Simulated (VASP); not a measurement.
A run of VASP 6.6.1:

File INCAR:

```
ALGO = Normal
EDIFF = 1E-8
ENCUT = 520
GGA = PS
ISIF = 2
ISMEAR = -1
LASPH = True
LCHARG = False
LEFG = True
LREAL = False
LWAVE = False
NBANDS = 34
NELM = 60
PREC = Accurate
SIGMA = 0.05
```

KPOINTS

```
k-points
0
Gamma
  9 9 8
```

POSCAR

```
Ga
1.0
    2.2553500000     -3.8224000000      0.0000000000
    2.2553500000      3.8224000000      0.0000000000
    0.0000000000      0.0000000000      4.5167000000
Ga
4
Direct
    0.1525000000      0.8475000000      0.0785000000
    0.6525000000      0.3475000000      0.4215000000
    0.8475000000      0.1525000000      0.9215000000
    0.3475000000      0.6525000000      0.5785000000
```

Potentials or basis: VASP PAW PBE potentials, release 64 (Ga_d).

Launch:

```sh
$ cat potpaw_PBE.64/Ga_d/POTCAR > POTCAR
$ mpirun -np 1 vasp_std > vasp.out
```

Hardware: 1 thread of Intel(R) Xeon(R) 6975P-C (Granite Rapids), on a shared host.

**Question.** Estimate the wall time of this run.

**Answer.** Run time: 3.2 min on 1 thread of Intel(R) Xeon(R) 6975P-C (Granite Rapids) (shared host), peak memory 0.37 GiB. Counts: scf iterations 17, k points 125.
